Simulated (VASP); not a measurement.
Input of a VASP 6.6.1 run:

The input INCAR:

```
SYSTEM = Cd4InO
  PREC = Accurate
  ENCUT = 520
  EDIFF = 1E-6
  ISMEAR = 0
  SIGMA = 0.1
  LREAL = .False.
  LASPH = .True.
  NELM = 150
  ALGO = Normal
  ISIF = 2
  LWAVE = .False.
  LCHARG = .False.
  ISPIN = 2
  MAGMOM = 0 0 0 0 0 1
  LORBIT = 11
  GGA = PE
  NBANDS = 46
```

KPOINTS

```
Automatic mesh
0
Gamma
  6 6 2
  0 0 0
```

File POSCAR:

```
Cd4InO
1.0
    3.9805395000      0.0000000000      0.0000000000
   -1.9902697500      3.4472483200      0.0000000000
    0.0000000000      0.0000000000      8.0916966800
Cd In O
4 1 1
Direct
    0.3333333300      0.6666666700      0.7595900300
    0.3333333300      0.6666666700      0.2404099700
    0.6666666700      0.3333333300      0.7595900300
    0.6666666700      0.3333333300      0.2404099700
    0.0000000000      0.0000000000      0.5000000000
    0.0000000000      0.0000000000      0.0000000000
```

Potentials or basis: VASP PAW PBE potentials, release 64 (Cd, In_d, O).

Command:

```bash
$ cat potpaw_PBE.64/Cd/POTCAR potpaw_PBE.64/In_d/POTCAR potpaw_PBE.64/O/POTCAR > POTCAR
$ mpirun -np 1 vasp_std > vasp.out
```

Task: Predict the net moment.

Result: 0.00 μB per cell.

Task: What does it give for the largest force?

Result: 1.011 eV/Å.

Task: Estimate the pressure.

Result: 38.8 GPa.

Stress tensor (GPa, compression positive):
```
58.64  0.00  0.00
 0.00 58.64  0.00
 0.00  0.00 -0.85
```

Caveat: the k points lie up to 0.39 Å⁻¹ apart; forces of over 1 eV/Å act on the atoms, so gaps and moduli don't describe the material at rest.
